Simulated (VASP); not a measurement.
# AlNi in VASP: a series of runs

Runs on AlNi. Level: PBE. Tasks: single point.

Program: VASP 6.6.1. These are calculated values, not measurements. Logs are shortened: lines on timing, memory, paths and dates and some standing lists are left out, and cuts for length are marked.

## (1) The cell of the first run

It takes space group Pm-3m (No. 221, cubic). Conventional cell: a = 3.111 Å, b = 3.111 Å, c = 3.111 Å, α = 90.00°, β = 90.00°, γ = 90.00°. Al (site symmetry m-3m) has 8 Ni at 2.69 Å and 6 Al at 3.11 Å within 3.6 Å. Within 3.6 Å of Ni (site symmetry m-3m) lie 8 Al at 2.69 Å and 6 Ni at 3.11 Å.

## (2) Single point, PBE (strain +0.080 along x and y, +0.080 along z)

Contents of INCAR:

```
PREC     = Accurate       # precision mode
ENCUT    = 520            # plane-wave cutoff, eV
EDIFF    = 1E-7           # SCF threshold, eV
ISMEAR   = 0              # smearing method
SIGMA    = 0.15           # smearing width, eV
LREAL    = F              # projectors in reciprocal space
LASPH    = T              # aspherical terms in the spheres
NELM     = 80             # most SCF steps
ALGO     = Fast           # electronic algorithm
ISIF     = 2              # what is computed and relaxed
LWAVE    = F              # write WAVECAR
LCHARG   = T              # write CHGCAR
GGA      = PE             # functional
LELF     = T              # ELF
LVHAR    = T            
NBANDS   = 14             # bands
```

Contents of KPOINTS:

```
Automatic mesh
0
Gamma
  16 16 16
```

Contents of POSCAR:

```
AlNi
1.0
    3.1114800000      0.0000000000      0.0000000000
    0.0000000000      3.1114800000      0.0000000000
    0.0000000000      0.0000000000      3.1114800000
Al Ni
1 1
Direct
    0.0000000000      0.0000000000      0.0000000000
    0.5000000000      0.5000000000      0.5000000000
```

Potentials or basis: VASP PAW PBE potentials, release 64 (Al, Ni).

Command:

```
> cat potpaw_PBE.64/Al/POTCAR potpaw_PBE.64/Ni/POTCAR > POTCAR
> mpirun -np 1 vasp_std > vasp.out
```

OUTCAR:

```text
PREC = Accurate
   ENCUT = 520
   EDIFF = 1E-7
   ISMEAR = 0
   LREAL = F
   LASPH = T
   NELM = 80
   ISIF = 2
   GGA = PE

 ion  position               nearest neighbor table
   1  0.000  0.000  0.000-   2 2.69   2 2.69   2 2.69   2 2.69   2 2.69   2 2.69   2 2.69   2 2.69

   2  0.500  0.500  0.500-   1 2.69   1 2.69   1 2.69   1 2.69   1 2.69   1 2.69   1 2.69   1 2.69

  LATTYP: Found a simple cubic cell.
 ALAT       =     3.1114800000

  Lattice vectors:

 A1 = (   3.1114800000,   0.0000000000,   0.0000000000)
 A2 = (   0.0000000000,   3.1114800000,   0.0000000000)
 A3 = (   0.0000000000,   0.0000000000,   3.1114800000)

Analysis of symmetry for initial positions (statically):
=====================================================================
 Subroutine PRICEL returns:
 Original cell was already a primitive cell.

 Routine SETGRP: Setting up the symmetry group for a
 simple cubic supercell.

 Subroutine GETGRP returns: Found 48 space group operations
 (whereof 48 operations were pure point group operations)
 out of a pool of 48 trial point group operations.

The static configuration has the point symmetry O_h .

Analysis of symmetry for dynamics (positions and initial velocities):
=====================================================================
 Subroutine PRICEL returns:
 Original cell was already a primitive cell.

 Routine SETGRP: Setting up the symmetry group for a
 simple cubic supercell.

 Subroutine GETGRP returns: Found 48 space group operations
 (whereof 48 operations were pure point group operations)
 out of a pool of 48 trial point group operations.

The dynamic configuration has the point symmetry O_h .

 Subroutine INISYM returns: Found 48 space group operations
 (whereof 48 operations are pure point group operations),
 and found     1 'primitive' translations

----------------------------------------------------------------------------------------

                                     Primitive cell

  volume of cell :      30.1232

  direct lattice vectors                    reciprocal lattice vectors
     3.111480000  0.000000000  0.000000000     0.321390464  0.000000000  0.000000000
     0.000000000  3.111480000  0.000000000     0.000000000  0.321390464  0.000000000
     0.000000000  0.000000000  3.111480000     0.000000000  0.000000000  0.321390464

  length of vectors
     3.111480000  3.111480000  3.111480000     0.321390464  0.321390464  0.321390464

  position of ions in fractional coordinates (direct lattice)
     0.000000000  0.000000000  0.000000000
     0.500000000  0.500000000  0.500000000

[... 84 lines left out ...]
   POTIM  = 0.5000    time-step for ionic-motion
   TEBEG  =    0.0;   TEEND  =   0.0 temperature during run
   PSTRESS=    0.0 pullay stress
   NELECT =      13.0000    total number of electrons
   NUPDOWN=      -1.0000    fix difference up-down
   EMIN   =  10.00;   EMAX   =-10.00  energy-range for DOS
   EFERMI =   0.00;   METHOD = LEGACY
   ISMEAR =     0;   SIGMA  =   0.15  broadening in eV -4-tet -1-fermi 0-gaus
   EFERMI_NEDOS =   21; number of points for ismear=-14 and -15
   IALGO  =     68    algorithm
   IMIX   =      4    mixing-type and parameters
     AMIX     =   0.40;   BMIX     =  1.00
     AMIX_MAG =   1.60;   BMIX_MAG =  1.00
  volume/ion in A,a.u.               =      15.06       101.64
  Fermi-wavevector in a.u.,A,eV,Ry     =   1.237150  2.337874 20.824254  1.530539
  Thomas-Fermi vector in A             =   2.371729
   LORBIT       =      0    0 simple, 1 ext, 2 COOP (PROOUT), +10 PAW based schemes
   GGA     = PE    functional components
   LHFCALC =     F    Hartree Fock is set to
   AEXX    =    0.0000 exact exchange contribution
   IVDW    =     0    specifies the selected vdW correction
   LEPSILON=     F    determine dielectric tensor
   LRPA    =     F    only Hartree local field effects (RPA)
 non-spin polarized calculation
 RMM-DIIS sequential band-by-band and
 Gauss-broadening in eV      SIGMA  =   0.15
  energy-cutoff  :      520.00
  volume of cell :       30.12
 maximum number of plane-waves:       840
 NGX is ok and might be reduce to    24
   NGX = 11   NGY = 11   NGZ = 11

 number of electron      13.0000018 magnetization

 Free energy of the ion-electron system (eV)
  ---------------------------------------------------
  ext. energy  EPLUGINS =         0.00000000
  ---------------------------------------------------
  free energy    TOTEN  =       -10.06410764 eV

  energy without entropy =      -10.05338781  energy(sigma->0) =      -10.05874773

 E-fermi :   7.2838     XC(G=0): -10.9860

 val. band max:        7.2728345231   @ k =   0.3125   0.0625   0.0625
 cond. band min:       7.2866830626   @ k =   0.3750   0.3125   0.1250
 fundamental gap:      0.0138485396
 Fermi energy:         7.2837958950

 k-point     1 :       0.0000    0.0000    0.0000
  band No.  band energies     occupation
      1      -2.2898      2.00000
      2       4.9992      2.00000
      3       4.9992      2.00000
      4       6.1478      2.00000
      5       6.1478      2.00000
      6       6.1478      2.00000
      7      11.8919      0.00000
      8      11.8919      0.00000
      9      11.8919      0.00000
     10      14.6999      0.00000
     11      14.6999      0.00000
     12      17.3034      0.00000
     13      25.6734      0.00000
     14      25.6734      0.00000
[... 377 lines left out ...]
      1       1.3637      2.00000
      2       1.9448      2.00000
      3       5.3636      2.00000
      4       5.5798      2.00000
      5       5.6531      2.00000
      6       6.1410      2.00000
      7       6.7565      2.00000
      8      13.2837      0.00000
      9      14.2231      0.00000
     10      16.1874      0.00000
     11      16.5768      0.00000
     12      16.9603      0.00000
     13      20.2641      0.00000
     14      20.5833      0.00000

 [... further k-points ...]
[... 5 lines left out ...]
  --------------------------------------------------------------------------------------
  -------------------------------------------------------------------------------------
  Total       -4.0201320     -4.0201320     -4.0201320     -0.0000000     -0.0000000      0.0000000
  in kB     -213.8207529   -213.8207529   -213.8207529     -0.0000000     -0.0000000      0.0000000
  external PRESSURE =    -213.8207529 kB  Pullay stress =       0.0000000 kB

 VOLUME and BASIS-vectors are now :
 -----------------------------------------------------------------------------
  energy-cutoff  :      520.00
  volume of cell :       30.12
      direct lattice vectors                 reciprocal lattice vectors
     3.111480000  0.000000000  0.000000000     0.321390464  0.000000000  0.000000000
     0.000000000  3.111480000  0.000000000     0.000000000  0.321390464  0.000000000
     0.000000000  0.000000000  3.111480000     0.000000000  0.000000000  0.321390464

 POSITION                                       TOTAL-FORCE (eV/Angst)
 -----------------------------------------------------------------------------------
      0.00000      0.00000      0.00000         0.000000      0.000000      0.000000
      1.55574      1.55574      1.55574         0.000000      0.000000      0.000000
 -----------------------------------------------------------------------------------
    total drift:                                0.000000      0.000000     -0.000000

  FREE ENERGIE OF THE ION-ELECTRON SYSTEM (eV)
  ---------------------------------------------------
  free  energy   TOTEN  =       -10.0641076406 eV

  energy  without entropy=      -10.0533878107  energy(sigma->0) =      -10.05874773
```

stdout:

```text
POSCAR found type information on POSCAR AlNi
 POSCAR found :  2 types and       2 ions
 scaLAPACK will be used
 LDA part: xc-table for (Slater+PW92), standard interpolation
 POSCAR, INCAR and KPOINTS ok, starting setup
 FFT: planning ... GRIDC
 FFT: planning ... GRID_SOFT
 FFT: planning ... GRID
 WAVECAR not read
 entering main loop
```

Wall time 24 s (1 thread of Intel Xeon 6975P-C (Granite Rapids), shared host); peak memory 0.18 GiB.

Results:

```yaml
Free_energy: -10.0641 eV
Pressure: -21.4 GPa
```

Caveat: the cell differs from its parent crystal (strain +0.080 along x and y, +0.080 along z).

## (3) Single point, PBE (strain +0.040 along x and y, +0.080 along z)

Contents of INCAR:

```
PREC     = Accurate       # precision mode
ENCUT    = 520            # plane-wave cutoff, eV
EDIFF    = 1E-6           # SCF threshold, eV
ISMEAR   = 0              # smearing method
SIGMA    = 0.15           # smearing width, eV
LREAL    = F              # projectors in reciprocal space
LASPH    = T              # aspherical terms in the spheres
NELM     = 100            # most SCF steps
ALGO     = Fast           # electronic algorithm
ISIF     = 2              # what is computed and relaxed
LWAVE    = F              # write WAVECAR
LCHARG   = F              # write CHGCAR
GGA      = PE             # functional
NBANDS   = 14             # bands
```

KPOINTS is that of step 2.

Contents of POSCAR:

```
AlNi
1.0
    2.9962400000      0.0000000000      0.0000000000
    0.0000000000      2.9962400000      0.0000000000
    0.0000000000      0.0000000000      3.1114800000
Al Ni
1 1
Direct
    0.0000000000      0.0000000000      0.0000000000
    0.5000000000      0.5000000000      0.5000000000
```

Potentials or basis: VASP PAW PBE potentials, release 64 (Al, Ni).

Command:

```
> cat potpaw_PBE.64/Al/POTCAR potpaw_PBE.64/Ni/POTCAR > POTCAR
> mpirun -np 1 vasp_std > vasp.out
```

Run time: 49 s. Hardware: 1 thread of Intel Xeon 6975P-C (Granite Rapids), shared host; peak memory 0.27 GiB.

Results (log left out):

| Item | Value |
| --- | --- |
| Free energy | -10.3224 eV |
| Pressure | -16.5 GPa |

Stress tensor (GPa, compression positive):
```
-15.96   0.00   0.00
  0.00 -15.96   0.00
  0.00   0.00 -17.47
```

Levels at points of the mesh, in eV from the Fermi level:
```
           k point  band 5  band 6  band 7  band 8  band 9  band 10
(0.00, 0.00, 0.00)   -1.28   -1.20    4.10    5.28    5.28     7.40
(0.50, 0.00, 0.00)   -1.77   -1.20   -0.49    8.01    8.58     8.92
(0.50, 0.50, 0.00)   -1.75   -1.75   -0.79    1.44    1.95    10.14
(0.00, 0.00, 0.50)   -1.77   -1.14   -0.71    8.06    9.54     9.54
(0.50, 0.00, 0.50)   -1.64   -1.61   -0.86    1.14    1.69    10.91
(0.50, 0.50, 0.50)   -0.77    2.10    2.15    2.15    2.41     3.69
```

Caveat: the cell differs from its parent crystal (strain +0.040 along x and y, +0.080 along z). Spin polarisation is off, so any magnetic state and its effect on volume and gap are missing.
